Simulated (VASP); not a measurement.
# Pd (P6_3/mmc) in VASP: single point with PBE

Aim: the single point of Pd with PBE.

All numbers are computed with VASP 6.6.1; they aren't measurements. Logs are shortened: lines on timing, memory, paths and dates and some standing lists are left out, and cuts for length are marked.

## 1. The cell of the first run

Symmetry: P6_3/mmc, No. 194, hexagonal system. The conventional cell has a = 2.771 Å, b = 2.771 Å, c = 4.630 Å, α = 90.00°, β = 90.00°, γ = 120.00°. Pd (site symmetry -6m2) has 12 Pd at 2.77 to 2.81 Å within 3.7 Å.

## 2. Single point, PBE

INCAR reads:

```
SYSTEM = Pd
PREC = Accurate
ENCUT = 500
EDIFF = 1E-6
ISMEAR = 0
SIGMA = 0.05
LREAL = .FALSE.
LASPH = .TRUE.
NELM = 120
ALGO = Normal
ISIF = 2
LWAVE = .FALSE.
LCHARG = .TRUE.
GGA = PE
LELF = .TRUE.
LVHAR = .TRUE.
NBANDS = 17
GGA_COMPAT = .FALSE.
```

KPOINTS reads:

```
Automatic mesh
0
G
  8 8 4
  0 0 0
```

POSCAR reads:

```
Pd
1.0
    2.7710372870      0.0000000000      0.0000000000
   -1.3855186435      2.3997886853      0.0000000000
    0.0000000000      0.0000000000      4.6297428644
Pd
2
Direct
    0.3333333333      0.6666666667      0.7500000000
    0.6666666667      0.3333333333      0.2500000000
```

Potentials or basis: VASP PAW PBE potentials, release 64 (Pd).

Started as:

```sh
$ cat potpaw_PBE.64/Pd/POTCAR > POTCAR
$ mpirun -np 1 vasp_std > vasp.out
```

OUTCAR:

```text
SYSTEM = Pd
   PREC = Accurate
   ENCUT = 500
   EDIFF = 1E-6
   ISMEAR = 0
   LREAL = .FALSE.
   LASPH = .TRUE.
   NELM = 120
   ISIF = 2
   GGA = PE

 ion  position               nearest neighbor table
   1  0.333  0.667  0.750-   2 2.81   2 2.81   2 2.81   2 2.81   2 2.81   2 2.81
   2  0.667  0.333  0.250-   1 2.81   1 2.81   1 2.81   1 2.81   1 2.81   1 2.81

  LATTYP: Found a hexagonal cell.
 ALAT       =     2.7710372870
 C/A-ratio  =     1.6707616625

  Lattice vectors:

 A1 = (   2.7710372870,   0.0000000000,   0.0000000000)
 A2 = (  -1.3855186435,   2.3997886853,   0.0000000000)
 A3 = (   0.0000000000,   0.0000000000,   4.6297428644)

Analysis of symmetry for initial positions (statically):
=====================================================================
 Subroutine PRICEL returns:
 Original cell was already a primitive cell.

 Routine SETGRP: Setting up the symmetry group for a
 hexagonal supercell.

 Subroutine GETGRP returns: Found 24 space group operations
 (whereof 12 operations were pure point group operations)
 out of a pool of 24 trial point group operations.

The static configuration has the point symmetry D_3d.
 The point group associated with its full space group is D_6h.

Analysis of symmetry for dynamics (positions and initial velocities):
=====================================================================
 Subroutine PRICEL returns:
 Original cell was already a primitive cell.

 Routine SETGRP: Setting up the symmetry group for a
 hexagonal supercell.

 Subroutine GETGRP returns: Found 24 space group operations
 (whereof 12 operations were pure point group operations)
 out of a pool of 24 trial point group operations.

The dynamic configuration has the point symmetry D_3d.
 The point group associated with its full space group is D_6h.

 Subroutine INISYM returns: Found 24 space group operations
 (whereof 12 operations are pure point group operations),
 and found     1 'primitive' translations

----------------------------------------------------------------------------------------

                                     Primitive cell

  volume of cell :      30.7873

  direct lattice vectors                    reciprocal lattice vectors
     2.771037287  0.000000000  0.000000000     0.360875693  0.208351678  0.000000000
    -1.385518643  2.399788685  0.000000000     0.000000000  0.416703356  0.000000000
     0.000000000  0.000000000  4.629742864     0.000000000  0.000000000  0.215994717

  length of vectors
     2.771037287  2.771037287  4.629742864     0.416703356  0.416703356  0.215994717

  position of ions in fractional coordinates (direct lattice)
     0.333333333  0.666666667  0.750000000
     0.666666667  0.333333333  0.250000000

  ion indices of the primitive-cell ions
   primitive index   ion index
                 1           1
                 2           2

----------------------------------------------------------------------------------------

 KPOINTS: Automatic mesh

Automatic generation of k-mesh.
 Grid dimensions read from file:
 generate k-points for:    8    8    4

 Generating k-lattice:

  Cartesian coordinates                     Fractional coordinates (reciprocal lattice)
     0.045109462  0.026043960  0.000000000     0.125000000 -0.000000000  0.000000000
     0.000000000  0.052087920  0.000000000     0.000000000  0.125000000  0.000000000
     0.000000000  0.000000000  0.053998679     0.000000000  0.000000000  0.250000000

  Length of vectors
     0.052087920  0.052087920  0.053998679

  Shift w.r.t. Gamma in fractional coordinates (k-lattice)
     0.000000000  0.000000000  0.000000000

 Subroutine IBZKPT returns following result:
 ===========================================

 Found     30 irreducible k-points:

 Following reciprocal coordinates:
            Coordinates               Weight
  0.000000  0.000000  0.000000      1.000000
  0.125000 -0.000000  0.000000      6.000000
  0.250000 -0.000000  0.000000      6.000000
  0.375000 -0.000000  0.000000      6.000000
  0.500000 -0.000000  0.000000      3.000000
  0.125000  0.125000  0.000000      6.000000
[... 16 lines left out ...]
  0.250000 -0.000000  0.500000      6.000000
  0.375000 -0.000000  0.500000      6.000000
 [... further k-points ...]
   k-points           NKPTS =     30   k-points in BZ     NKDIM =     30   number of bands    NBANDS=     17
   number of dos      NEDOS =    301   number of ions     NIONS =      2
   total plane-waves  NPLWV =  14400
   dimension x,y,z NGX =    20 NGY =   20 NGZ =   36
   dimension x,y,z NGXF=    40 NGYF=   40 NGZF=   72
   ions per type =               2
   NGX,Y,Z   is equivalent  to a cutoff of  12.00, 12.00, 12.93 a.u.
   NGXF,Y,Z  is equivalent  to a cutoff of  24.00, 24.00, 25.85 a.u.
 SYSTEM =  Pd
   PREC   = accura    normal or accurate (medium, high low for compatibility)
   ISTART =      0    job   : 0-new  1-cont  2-samecut
   ICHARG =      2    charge: 1-file 2-atom 10-const
   ISPIN  =      1    spin polarized calculation?
   LNONCOLLINEAR =      F non collinear calculations
   LSORBIT =      F    spin-orbit coupling
   LASPH  =      T    aspherical Exc in radial PAW
   ENCUT  =  500.0 eV  36.75 Ry    6.06 a.u.   5.05  5.05  8.44*2*pi/ulx,y,z
   NELM   =    120;   NELMIN=  2; NELMDL= -5     # of ELM steps
   EDIFF  = 0.1E-05   stopping-criterion for ELM
   LREAL  =      F    real-space projection
   EDIFFG = 0.1E-04   stopping-criterion for IOM
   NSW    =      0    number of steps for IOM
   IBRION =     -1    ionic relax: 0-MD 1-quasi-New 2-CG
   NFREE  =      0    steps in history (QN), initial steepest desc. (CG)
   ISIF   =      2    stress and relaxation
   ISYM   =      2    0-nonsym 1-usesym 2-fastsym
   POTIM  = 0.5000    time-step for ionic-motion
   TEBEG  =    0.0;   TEEND  =   0.0 temperature during run
   PSTRESS=    0.0 pullay stress
   NELECT =      20.0000    total number of electrons
   NUPDOWN=      -1.0000    fix difference up-down
   EMIN   =  10.00;   EMAX   =-10.00  energy-range for DOS
   EFERMI =   0.00;   METHOD = LEGACY
   ISMEAR =     0;   SIGMA  =   0.05  broadening in eV -4-tet -1-fermi 0-gaus
   EFERMI_NEDOS =   21; number of points for ismear=-14 and -15
   IALGO  =     38    algorithm
   IMIX   =      4    mixing-type and parameters
     AMIX     =   0.40;   BMIX     =  1.00
     AMIX_MAG =   1.60;   BMIX_MAG =  1.00
  volume/ion in A,a.u.               =      15.39       103.88
  Fermi-wavevector in a.u.,A,eV,Ry     =   1.417841  2.679330 27.351412  2.010272
  Thomas-Fermi vector in A             =   2.539029
   LORBIT       =      0    0 simple, 1 ext, 2 COOP (PROOUT), +10 PAW based schemes
   GGA     = PE    functional components
   LHFCALC =     F    Hartree Fock is set to
   AEXX    =    0.0000 exact exchange contribution
   IVDW    =     0    specifies the selected vdW correction
   LEPSILON=     F    determine dielectric tensor
   LRPA    =     F    only Hartree local field effects (RPA)
 non-spin polarized calculation
 Gauss-broadening in eV      SIGMA  =   0.05
  energy-cutoff  :      500.00
  volume of cell :       30.79
 maximum number of plane-waves:       793
   NGX = 11   NGY = 11   NGZ = 17

 number of electron      20.0000006 magnetization

 Free energy of the ion-electron system (eV)
  ---------------------------------------------------
  ext. energy  EPLUGINS =         0.00000000
  ---------------------------------------------------
  free energy    TOTEN  =       -10.34662247 eV

  energy without entropy =      -10.33968520  energy(sigma->0) =      -10.34315383

 E-fermi :   9.0899     XC(G=0): -12.9171

 val. band max:        9.0651981933   @ k =   0.3750   0.1250   0.0000
 cond. band min:       9.0959348436   @ k =   0.3750  -0.0000   0.0000
 fundamental gap:      0.0307366503
 Fermi energy:         9.0899297847

 k-point     1 :       0.0000    0.0000    0.0000
  band No.  band energies     occupation
      1       2.2648      2.00000
      2       4.0994      2.00000
      3       6.3212      2.00000
      4       6.5137      2.00000
      5       6.5137      2.00000
      6       6.8393      2.00000
[... 9 lines left out ...]
     16      28.5632      0.00000
     17      31.0297      0.00000

 k-point     2 :       0.1250   -0.0000    0.0000
  band No.  band energies     occupation
      1       2.7480      2.00000
      2       4.4264      2.00000
      3       6.0775      2.00000
      4       6.6281      2.00000
      5       6.8119      2.00000
      6       6.8334      2.00000
[... 9 lines left out ...]
     16      28.2271      0.00000
     17      28.6241      0.00000

 k-point     3 :       0.2500   -0.0000    0.0000
  band No.  band energies     occupation
      1       3.8967      2.00000
      2       4.7820      2.00000
      3       5.8440      2.00000
      4       6.0232      2.00000
      5       6.4588      2.00000
      6       6.9794      2.00000
[... 9 lines left out ...]
     16      26.7581      0.00000
     17      28.0103      0.00000

 k-point     4 :       0.3750   -0.0000    0.0000
  band No.  band energies     occupation
      1       4.3610      2.00000
      2       4.6158      2.00000
      3       4.9843      2.00000
      4       6.6655      2.00000
      5       6.7623      2.00000
      6       6.8650      2.00000
[... 9 lines left out ...]
     16      24.0965      0.00000
     17      24.5135      0.00000
[... 343 lines left out ...]
      1       4.2740      2.00000
      2       4.2740      2.00000
      3       5.9455      2.00000
      4       5.9455      2.00000
      5       6.5070      2.00000
      6       6.5070      2.00000
[... 9 lines left out ...]
     16      26.5276      0.00000
     17      29.0411      0.00000

 k-point    23 :       0.2500   -0.0000    0.5000
  band No.  band energies     occupation
      1       4.7352      2.00000
      2       4.7352      2.00000
      3       5.6200      2.00000
      4       5.6200      2.00000
      5       6.7536      2.00000
      6       6.7536      2.00000
[... 9 lines left out ...]
     16      24.0868      0.00000
     17      28.4920      0.00000

 k-point    24 :       0.3750   -0.0000    0.5000
  band No.  band energies     occupation
      1       4.4120      2.00000
      2       4.4120      2.00000
      3       5.3317      2.00000
      4       5.3317      2.00000
      5       7.6464      2.00000
      6       7.6464      2.00000
[... 9 lines left out ...]
     16      24.8358      0.00000
     17      26.5612      0.00000

 [... further k-points ...]
[... 5 lines left out ...]
  --------------------------------------------------------------------------------------
  -------------------------------------------------------------------------------------
  Total       -0.0563411     -0.0563411      0.0138505      0.0000000      0.0000000     -0.0000000
  in kB       -2.9319986     -2.9319986      0.7207841      0.0000000      0.0000000     -0.0000000
  external PRESSURE =      -1.7144043 kB  Pullay stress =       0.0000000 kB

 VOLUME and BASIS-vectors are now :
 -----------------------------------------------------------------------------
  energy-cutoff  :      500.00
  volume of cell :       30.79
      direct lattice vectors                 reciprocal lattice vectors
     2.771037287  0.000000000  0.000000000     0.360875693  0.208351678  0.000000000
    -1.385518643  2.399788685  0.000000000     0.000000000  0.416703356  0.000000000
     0.000000000  0.000000000  4.629742864     0.000000000  0.000000000  0.215994717

 POSITION                                       TOTAL-FORCE (eV/Angst)
 -----------------------------------------------------------------------------------
     -0.00000      1.59986      3.47231        -0.000000      0.000000      0.000000
      1.38552      0.79993      1.15744         0.000000     -0.000000      0.000000
 -----------------------------------------------------------------------------------
    total drift:                               -0.000000      0.000000     -0.000000

  FREE ENERGIE OF THE ION-ELECTRON SYSTEM (eV)
  ---------------------------------------------------
  free  energy   TOTEN  =       -10.3466224664 eV

  energy  without entropy=      -10.3396852003  energy(sigma->0) =      -10.34315383
```

Run time: 6.1 s. Hardware: 1 thread of Intel Xeon 6975P-C (Granite Rapids), shared host; peak memory 0.14 GiB.

Results:

| Property | Result |
| --- | --- |
| Free energy | -10.3466 eV |
| Pressure | -0.2 GPa |
| Band gap on the k mesh | zero (band 10 reaches 9.27 eV, above the bottom of band 11 at 8.43 eV) |
